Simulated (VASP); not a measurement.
Set up this calculation in VASP 6.6.1, as the native input.

```
Task                   : single point
Functional             : PBE
Potentials or basis    : VASP PAW PBE potentials, release 64 (P, C)
Cutoff                 : 520 eV
k mesh                 : 4 × 4 × 4
Occupations            : gaussian, width 0.1 eV
Spin                   : no spin polarisation
Dipole correction      : no
Further INCAR settings : ALGO = Normal; EDIFF = 1e-06; NBANDS = 27
```

The structure of PC3 lies in POSCAR:

```
PC3
1.0
    4.0598565852      0.0000000000      0.0000000000
    0.0000000000      4.0598565852      0.0000000000
    0.0000000000      0.0000000000      4.0598565852
P C
2 6
Direct
    0.0000000000      0.0000000000      0.0000000000
    0.5000000000      0.5000000000      0.5000000000
    0.2500000000      0.0000000000      0.5000000000
    0.5000000000      0.7500000000      0.0000000000
    0.7500000000      0.0000000000      0.5000000000
    0.5000000000      0.2500000000      0.0000000000
    0.0000000000      0.5000000000      0.7500000000
    0.0000000000      0.5000000000      0.2500000000
```

These files were run (other wordings do the same):

INCAR

```
SYSTEM = PC3
  ALGO = Normal
  EDIFF = 1E-6
  ENCUT = 520
  GGA = PE
  ISIF = 2
  ISMEAR = 0
  LASPH = .True.
  LCHARG = .True.
  LELF = .True.
  LREAL = .False.
  LVHAR = .True.
  LWAVE = .False.
  NBANDS = 27
  NELM = 100
  PREC = Accurate
  SIGMA = 0.1
```

KPOINTS

```
k-points
0
Gamma
  4 4 4
  0 0 0
```

Potentials or basis: VASP PAW PBE potentials, release 64 (P, C).

Run with:

```console
$ cat potpaw_PBE.64/P/POTCAR potpaw_PBE.64/C/POTCAR > POTCAR
$ mpirun -np 1 vasp_std > vasp.out
```

Results of the run:

The pressure is -0.5 GPa and the band gap on the k mesh is zero (band 17 reaches 9.97 eV, above the bottom of band 18 at 7.22 eV).

Caveat: the k points lie up to 0.39 Å⁻¹ apart.

Wall time 14 s on 1 thread of Intel Xeon 6975P-C, on a shared host, peak memory 0.16 GiB.
